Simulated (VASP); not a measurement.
# AlN (rocksalt type) (Fm-3m) in VASP: notebook

The runs below take AlN (rocksalt type) through single point, with r2SCAN.

Everything below comes from runs of VASP 6.6.1. Logs are shortened: lines on timing, memory, paths and dates and some standing lists are left out, and cuts for length are marked.

## 1. The cell of the first run

The structure is cubic, space group Fm-3m (No. 225). Conventional cell: a = 3.619 Å, b = 3.619 Å, c = 3.619 Å, α = 90.00°, β = 90.00°, γ = 90.00°. Al (site symmetry m-3m) has 6 N at 1.81 Å within 2.4 Å. Within 2.4 Å of N (site symmetry m-3m) lie 6 Al at 1.81 Å.

## 2. Single point, r2SCAN (volume scaled by 0.72)

POSCAR reads:

```
AlN
1.0
    0.0000000000      1.8094407174      1.8094407174
    1.8094407174      0.0000000000      1.8094407174
    1.8094407174      1.8094407174      0.0000000000
Al N
1 1
Direct
    0.0000000000      0.0000000000      0.0000000000
    0.5000000000      0.5000000000      0.5000000000
```

INCAR.step1 reads:

```
SYSTEM = AlN
PREC = Accurate
ENCUT = 520
ISMEAR = -1
SIGMA = 0.05
LREAL = .False.
LASPH = .True.
NELM = 80
NBANDS = 11
GGA = PE
ALGO = Normal
EDIFF = 1E-4
LWAVE = .True.
LCHARG = .False.
```

INCAR.step2 reads:

```
SYSTEM = AlN
PREC = Accurate
ENCUT = 520
EDIFF = 1E-7
ISMEAR = -1
SIGMA = 0.05
LREAL = .False.
LASPH = .True.
NELM = 80
ALGO = Normal
ISIF = 2
LWAVE = .False.
LCHARG = .False.
METAGGA = R2SCAN
LMIXTAU = .True.
NBANDS = 11
ISTART = 1
```

KPOINTS reads:

```
Automatic mesh
0
Gamma
  15 15 15
  0 0 0
```

Potentials or basis: VASP PAW PBE potentials, release 64 (Al, N).

Started as:

```console
$ cat potpaw_PBE.64/Al/POTCAR potpaw_PBE.64/N/POTCAR > POTCAR
$ cp INCAR.step1 INCAR
$ mpirun -np 1 vasp_std > vasp.out
$ cp INCAR.step2 INCAR
$ mpirun -np 1 vasp_std > vasp.out
```

OUTCAR:

```text
SYSTEM = AlN
   PREC = Accurate
   ENCUT = 520
   EDIFF = 1E-7
   ISMEAR = -1
   LREAL = .False.
   LASPH = .True.
   NELM = 80
   ISIF = 2
   METAGGA = R2SCAN
   ISTART = 1

 ion  position               nearest neighbor table
   1  0.000  0.000  0.000-   2 1.81   2 1.81   2 1.81   2 1.81   2 1.81   2 1.81
   2  0.500  0.500  0.500-   1 1.81   1 1.81   1 1.81   1 1.81   1 1.81   1 1.81

  LATTYP: Found a face centered cubic cell.
 ALAT       =     3.6188814348

  Lattice vectors:

 A1 = (   0.0000000000,   1.8094407174,   1.8094407174)
 A2 = (   1.8094407174,   0.0000000000,   1.8094407174)
 A3 = (   1.8094407174,   1.8094407174,   0.0000000000)

Analysis of symmetry for initial positions (statically):
=====================================================================
 Subroutine PRICEL returns:
 Original cell was already a primitive cell.

 Routine SETGRP: Setting up the symmetry group for a
 face centered cubic supercell.

 Subroutine GETGRP returns: Found 48 space group operations
 (whereof 48 operations were pure point group operations)
 out of a pool of 48 trial point group operations.

The static configuration has the point symmetry O_h .

Analysis of symmetry for dynamics (positions and initial velocities):
=====================================================================
 Subroutine PRICEL returns:
 Original cell was already a primitive cell.

 Routine SETGRP: Setting up the symmetry group for a
 face centered cubic supercell.

 Subroutine GETGRP returns: Found 48 space group operations
 (whereof 48 operations were pure point group operations)
 out of a pool of 48 trial point group operations.

The dynamic configuration has the point symmetry O_h .

 Subroutine INISYM returns: Found 48 space group operations
 (whereof 48 operations are pure point group operations),
 and found     1 'primitive' translations

----------------------------------------------------------------------------------------

                                     Primitive cell

  volume of cell :      11.8485

  direct lattice vectors                    reciprocal lattice vectors
     0.000000000  1.809440717  1.809440717    -0.276328478  0.276328478  0.276328478
     1.809440717  0.000000000  1.809440717     0.276328478 -0.276328478  0.276328478
[... 89 lines left out ...]
   IBRION =     -1    ionic relax: 0-MD 1-quasi-New 2-CG
   NFREE  =      0    steps in history (QN), initial steepest desc. (CG)
   ISIF   =      2    stress and relaxation
   ISYM   =      2    0-nonsym 1-usesym 2-fastsym
   POTIM  = 0.5000    time-step for ionic-motion
   TEBEG  =    0.0;   TEEND  =   0.0 temperature during run
   PSTRESS=    0.0 pullay stress
   NELECT =       8.0000    total number of electrons
   NUPDOWN=      -1.0000    fix difference up-down
   EMIN   =  10.00;   EMAX   =-10.00  energy-range for DOS
   EFERMI =   0.00;   METHOD = LEGACY
   ISMEAR =    -1;   SIGMA  =   0.05  broadening in eV -4-tet -1-fermi 0-gaus
   EFERMI_NEDOS =   21; number of points for ismear=-14 and -15
   IALGO  =     38    algorithm
   IMIX   =      4    mixing-type and parameters
     AMIX     =   0.40;   BMIX     =  1.00
     AMIX_MAG =   1.60;   BMIX_MAG =  1.00
  volume/ion in A,a.u.               =       5.92        39.98
  Fermi-wavevector in a.u.,A,eV,Ry     =   1.436207  2.714038 28.064621  2.062691
  Thomas-Fermi vector in A             =   2.555421
   LORBIT       =      0    0 simple, 1 ext, 2 COOP (PROOUT), +10 PAW based schemes
   METAGGA = R2SCAN    functional components
   LHFCALC =     F    Hartree Fock is set to
   AEXX    =    0.0000 exact exchange contribution
   IVDW    =     0    specifies the selected vdW correction
   LEPSILON=     F    determine dielectric tensor
   LRPA    =     F    only Hartree local field effects (RPA)
 non-spin polarized calculation
  energy-cutoff  :      520.00
  volume of cell :       11.85
 maximum number of plane-waves:       331
   NGX =  9   NGY =  9   NGZ =  9

 number of electron       7.9999999 magnetization

 Free energy of the ion-electron system (eV)
  ---------------------------------------------------
  ext. energy  EPLUGINS =         0.00000000
  ---------------------------------------------------
  free energy    TOTEN  =       -17.02180318 eV

  energy without entropy =      -17.02180318  energy(sigma->0) =      -17.02180318

 E-fermi :  15.7638     XC(G=0): -14.6335

 val. band max:       14.7329633592   @ k =   0.0000   0.0000   0.0000
 cond. band min:      19.9341089886   @ k =   0.4667   0.4667   0.0000
 fundamental gap:      5.2011456294
 Fermi energy:        15.7637855368

 k-point     1 :       0.0000    0.0000    0.0000
  band No.  band energies     occupation
      1      -7.1467      2.00000
      2      14.7330      2.00000
      3      14.7330      2.00000
      4      14.7330      2.00000
      5      27.1409      0.00000
      6      28.6939      0.00000
      7      28.6939      0.00000
      8      28.6939      0.00000
      9      35.4964      0.00000
     10      35.9970      0.00000
     11      35.9970      0.00000
[... 309 lines left out ...]
 k-point    24 :       0.2000    0.1333    0.0000
  band No.  band energies     occupation
      1      -6.0392      2.00000
      2      11.8201      2.00000
      3      13.4115      2.00000
      4      13.4699      2.00000
      5      25.0497      0.00000
      6      28.6547      0.00000
      7      31.1484      0.00000
      8      31.5356      0.00000
      9      32.5072      0.00000
     10      36.9485      0.00000
     11      41.8200      0.00000

 [... further k-points ...]

------------------------ aborting loop because EDIFF is reached ----------------------------------------

  FORCE on cell =-STRESS in cart. coord.  units (eV):
  Direction    XX          YY          ZZ          XY          YZ          ZX
  --------------------------------------------------------------------------------------
  -------------------------------------------------------------------------------------
  Total       12.6733458     12.6733458     12.6733458     -0.0000000      0.0000000     -0.0000000
  in kB     1713.7157807   1713.7157807   1713.7157807     -0.0000000      0.0000000     -0.0000000
  external PRESSURE =    1713.7157807 kB  Pullay stress =       0.0000000 kB

 VOLUME and BASIS-vectors are now :
 -----------------------------------------------------------------------------
  energy-cutoff  :      520.00
  volume of cell :       11.85
      direct lattice vectors                 reciprocal lattice vectors
     0.000000000  1.809440717  1.809440717    -0.276328478  0.276328478  0.276328478
     1.809440717  0.000000000  1.809440717     0.276328478 -0.276328478  0.276328478
     1.809440717  1.809440717  0.000000000     0.276328478  0.276328478 -0.276328478

 POSITION                                       TOTAL-FORCE (eV/Angst)
 -----------------------------------------------------------------------------------
      0.00000      0.00000      0.00000         0.000000      0.000000      0.000000
      1.80944      1.80944      1.80944        -0.000000     -0.000000      0.000000
 -----------------------------------------------------------------------------------
    total drift:                                0.000000      0.000000      0.000000

  FREE ENERGIE OF THE ION-ELECTRON SYSTEM (eV)
  ---------------------------------------------------
  free  energy   TOTEN  =       -17.0218031762 eV

  energy  without entropy=      -17.0218031761  energy(sigma->0) =      -17.02180318
```

OUTCAR.step1:

```text
SYSTEM = AlN
   PREC = Accurate
   ENCUT = 520
   ISMEAR = -1
   LREAL = .False.
   LASPH = .True.
[... 556 lines left out ...]
      0.00000      0.00000      0.00000         0.000000     -0.000000      0.000000
      1.80944      1.80944      1.80944        -0.000000      0.000000     -0.000000
 -----------------------------------------------------------------------------------
    total drift:                                0.000000      0.000000      0.000000

  FREE ENERGIE OF THE ION-ELECTRON SYSTEM (eV)
  ---------------------------------------------------
  free  energy   TOTEN  =       -12.4733904322 eV

  energy  without entropy=      -12.4733904322  energy(sigma->0) =      -12.47339043
```

Wall time 56 s (1 thread of Intel Xeon Platinum 8488C (Sapphire Rapids), shared host); peak memory 0.13 GiB.

What came out:

```yaml
Free_energy: -17.0218 eV
Pressure: 171.4 GPa
Band_gap_on_the_k_mesh: 5.20 eV, indirect (least direct gap 9.04 eV)
```

Caveat: the PAW data sets were made with another functional, which shifts forces and pressure a little. A k mesh can miss the band edges.

## 3. Single point, r2SCAN (volume scaled by 0.8)

POSCAR reads:

```
AlN
1.0
    0.0000000000      1.8741176716      1.8741176716
    1.8741176716      0.0000000000      1.8741176716
    1.8741176716      1.8741176716      0.0000000000
Al N
1 1
Direct
    0.0000000000      0.0000000000      0.0000000000
    0.5000000000      0.5000000000      0.5000000000
```

INCAR.step1 reads:

```
  PREC = Accurate
  ENCUT = 520
  ISMEAR = -1
  SIGMA = 0.05
  LREAL = F
  LASPH = T
  NELM = 80
  NBANDS = 11
  GGA = PE
  ALGO = Normal
  EDIFF = 1E-4
  LWAVE = T
  LCHARG = F
```

INCAR.step2 reads:

```
  PREC = Accurate
  ENCUT = 520
  EDIFF = 1E-6
  ISMEAR = -1
  SIGMA = 0.05
  LREAL = F
  LASPH = T
  NELM = 80
  ALGO = Normal
  ISIF = 2
  LWAVE = F
  LCHARG = T
  METAGGA = R2SCAN
  LMIXTAU = T
  LELF = T
  LVHAR = T
  NBANDS = 11
  ISTART = 1
```

KPOINTS reads:

```
Automatic mesh
0
Gamma
  15 15 15
```

Potentials or basis: VASP PAW PBE potentials, release 64 (Al, N).

Started as:

```console
$ cat potpaw_PBE.64/Al/POTCAR potpaw_PBE.64/N/POTCAR > POTCAR
$ cp INCAR.step1 INCAR
$ mpirun -np 1 vasp_std > vasp.out
$ cp INCAR.step2 INCAR
$ mpirun -np 1 vasp_std > vasp.out
```

OUTCAR:

```text
PREC = Accurate
   ENCUT = 520
   EDIFF = 1E-6
   ISMEAR = -1
   LREAL = F
   LASPH = T
   NELM = 80
   ISIF = 2
   METAGGA = R2SCAN
   ISTART = 1

 ion  position               nearest neighbor table
   1  0.000  0.000  0.000-   2 1.87   2 1.87   2 1.87   2 1.87   2 1.87   2 1.87
   2  0.500  0.500  0.500-   1 1.87   1 1.87   1 1.87   1 1.87   1 1.87   1 1.87

  LATTYP: Found a face centered cubic cell.
 ALAT       =     3.7482353432

  Lattice vectors:

 A1 = (   0.0000000000,   1.8741176716,   1.8741176716)
 A2 = (   1.8741176716,   0.0000000000,   1.8741176716)
 A3 = (   1.8741176716,   1.8741176716,   0.0000000000)

Analysis of symmetry for initial positions (statically):
=====================================================================
 Subroutine PRICEL returns:
 Original cell was already a primitive cell.

 Routine SETGRP: Setting up the symmetry group for a
 face centered cubic supercell.

 Subroutine GETGRP returns: Found 48 space group operations
 (whereof 48 operations were pure point group operations)
 out of a pool of 48 trial point group operations.

The static configuration has the point symmetry O_h .

Analysis of symmetry for dynamics (positions and initial velocities):
[... 171 lines left out ...]
      5      23.3440      0.00000
      6      26.6554      0.00000
      7      26.6554      0.00000
      8      26.6554      0.00000
      9      33.1178      0.00000
     10      33.3984      0.00000
     11      33.3984      0.00000
[... 309 lines left out ...]
 k-point    24 :       0.2000    0.1333    0.0000
  band No.  band energies     occupation
      1      -6.6754      2.00000
      2      10.2433      2.00000
      3      11.8233      2.00000
      4      11.8861      2.00000
      5      23.2502      0.00000
      6      25.0734      0.00000
      7      28.4248      0.00000
      8      29.0828      0.00000
      9      29.7152      0.00000
     10      34.2015      0.00000
     11      38.3687      0.00000

 [... further k-points ...]

------------------------ aborting loop because EDIFF is reached ----------------------------------------

  FORCE on cell =-STRESS in cart. coord.  units (eV):
  Direction    XX          YY          ZZ          XY          YZ          ZX
  --------------------------------------------------------------------------------------
  -------------------------------------------------------------------------------------
  Total        7.7580221      7.7580221      7.7580221      0.0000000     -0.0000000      0.0000000
  in kB      944.1500725    944.1500725    944.1500725      0.0000000     -0.0000000      0.0000000
  external PRESSURE =     944.1500725 kB  Pullay stress =       0.0000000 kB

 VOLUME and BASIS-vectors are now :
 -----------------------------------------------------------------------------
  energy-cutoff  :      520.00
  volume of cell :       13.16
      direct lattice vectors                 reciprocal lattice vectors
     0.000000000  1.874117672  1.874117672    -0.266792212  0.266792212  0.266792212
     1.874117672  0.000000000  1.874117672     0.266792212 -0.266792212  0.266792212
     1.874117672  1.874117672  0.000000000     0.266792212  0.266792212 -0.266792212

 POSITION                                       TOTAL-FORCE (eV/Angst)
 -----------------------------------------------------------------------------------
      0.00000      0.00000      0.00000        -0.000000     -0.000000      0.000000
      1.87412      1.87412      1.87412         0.000000      0.000000     -0.000000
 -----------------------------------------------------------------------------------
    total drift:                                0.000000      0.000000      0.000000

  FREE ENERGIE OF THE ION-ELECTRON SYSTEM (eV)
  ---------------------------------------------------
  free  energy   TOTEN  =       -18.0925616888 eV

  energy  without entropy=      -18.0925616888  energy(sigma->0) =      -18.09256169
```

Run time: 56 s. Hardware: 1 thread of Intel Xeon Platinum 8488C (Sapphire Rapids), shared host; peak memory 0.13 GiB.

What came out:

```yaml
Free_energy: -18.0926 eV
Pressure: 94.4 GPa
Band_gap_on_the_k_mesh: 5.53 eV, indirect (least direct gap 9.05 eV)
```

Caveat: the PAW data sets were made with another functional, which shifts forces and pressure a little.

## 4. Single point, r2SCAN (volume scaled by 0.88)

POSCAR reads:

```
AlN
1.0
    0.0000000000      1.9346144064      1.9346144064
    1.9346144064      0.0000000000      1.9346144064
    1.9346144064      1.9346144064      0.0000000000
Al N
1 1
Direct
    0.0000000000      0.0000000000      0.0000000000
    0.5000000000      0.5000000000      0.5000000000
```

INCAR.step1 reads:

```
ALGO = Normal
EDIFF = 1E-4
ENCUT = 520
GGA = PE
ISMEAR = -1
LASPH = True
LCHARG = False
LREAL = False
LWAVE = True
NBANDS = 11
NELM = 80
PREC = Accurate
SIGMA = 0.05
```

INCAR.step2 reads:

```
ALGO = Normal
EDIFF = 1E-6
ENCUT = 520
ISIF = 2
ISMEAR = -1
ISTART = 1
LASPH = True
LCHARG = True
LELF = True
LMIXTAU = True
LREAL = False
LVHAR = True
LWAVE = False
METAGGA = R2SCAN
NBANDS = 11
NELM = 80
PREC = Accurate
SIGMA = 0.05
```

KPOINTS reads:

```
k-points
0
Gamma
  15 15 15
```

Started as:

```console
$ cat potpaw_PBE.64/Al/POTCAR potpaw_PBE.64/N/POTCAR > POTCAR
$ cp INCAR.step1 INCAR
$ mpirun -np 1 vasp_std > vasp.out
$ cp INCAR.step2 INCAR
$ mpirun -np 1 vasp_std > vasp.out
```

It took 46 s on 1 thread of Intel Xeon Platinum 8488C (Sapphire Rapids), shared host; peak memory 0.14 GiB.

Results (log left out):

```
Free energy            : -18.6523 eV
Pressure               : 44.4 GPa
Band gap on the k mesh : 5.77 eV, indirect (least direct gap 8.64 eV)
```

Levels at points of the mesh, in eV from the valence-band top:
| k point | band 2 | band 3 | band 4 | band 5 | band 6 | band 7 |
| --- | --- | --- | --- | --- | --- | --- |
| (0.00, 0.00, 0.00) | 0.00 | 0.00 | 0.00 | 8.64 | 13.35 | 13.35 |

Caveat: the PAW data sets were made with another functional, which shifts forces and pressure a little. A k mesh can miss the band edges.

(Part 1 of 2 ends here.)
